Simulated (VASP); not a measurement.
Write the native input for VASP 6.6.1 that does the following.

| Property | Result |
| --- | --- |
| Task | single point |
| Functional | r2SCAN |
| Potentials or basis | VASP PAW PBE potentials, release 64 (Ga_d, N) |
| Cutoff | 520 eV |
| k mesh | 12 × 12 × 6 |
| Occupations | gaussian, width 0.05 eV |
| Spin | no spin polarisation |
| Dipole correction | no |
| Further INCAR settings | ALGO = Normal; EDIFF = 1e-07; NBANDS = 26 |

The system is GaN.

```xyz
4
Lattice="3.2786 0.0000 0.0000 -1.6393 2.7566 0.0000 0.0000 0.0000 5.1836" Properties=species:S:1:pos:R:3 pbc="T T T"
Ga    0.0000    1.8378    5.1790
Ga    1.6393    0.9189    2.5872
N     0.0000    1.8378    1.9485
N     1.6393    0.9189    4.5403
```

This cell differs from its parent crystal: strain +0.0300 x Voigt [1, 0, 0, 0, 0, 0].

These files were run (other wordings do the same):

POSCAR

```
GaN
1.0
    3.2785913861      0.0000000000      0.0000000000
   -1.6392956931      2.7566441058      0.0000000000
    0.0000000000      0.0000000000      5.1835962460
Ga N
2 2
Direct
    0.3333333333      0.6666666667      0.9991101048
    0.6666666667      0.3333333333      0.4991101048
    0.3333333333      0.6666666667      0.3758898952
    0.6666666667      0.3333333333      0.8758898952
```

INCAR.step1

```
SYSTEM = GaN
PREC = Accurate
ENCUT = 520
ISMEAR = 0
SIGMA = 0.05
LREAL = .False.
LASPH = .True.
NELM = 60
NBANDS = 26
GGA = PE
ALGO = Normal
EDIFF = 1E-4
LWAVE = .True.
LCHARG = .False.
```

INCAR.step2

```
SYSTEM = GaN
PREC = Accurate
ENCUT = 520
EDIFF = 1E-7
ISMEAR = 0
SIGMA = 0.05
LREAL = .False.
LASPH = .True.
NELM = 60
ALGO = Normal
ISIF = 2
LWAVE = .False.
LCHARG = .False.
METAGGA = R2SCAN
LMIXTAU = .True.
NBANDS = 26
ISTART = 1
```

KPOINTS

```
regular mesh
0
Gamma
  12 12 6
  0 0 0
```

Potentials or basis: VASP PAW PBE potentials, release 64 (Ga_d, N).

Run with:

```bash
$ cat potpaw_PBE.64/Ga_d/POTCAR potpaw_PBE.64/N/POTCAR > POTCAR
$ cp INCAR.step1 INCAR
$ mpirun -np 1 vasp_std > vasp.out
$ cp INCAR.step2 INCAR
$ mpirun -np 1 vasp_std > vasp.out
```

It gave:

| Item | Value |
| --- | --- |
| Pressure | -4.3 GPa |
| Largest force | 0.284 eV/Å |
| Band gap on the k mesh | 2.11 eV, direct |

Caveat: the cell differs from its parent crystal (strain +0.0300 x Voigt [1, 0, 0, 0, 0, 0]); the PAW data sets were made with another functional, which shifts forces and pressure a little.

Wall time 17 min on 1 thread of Oxide Virtual Turin-like Processor, on a shared host, peak memory 0.27 GiB.
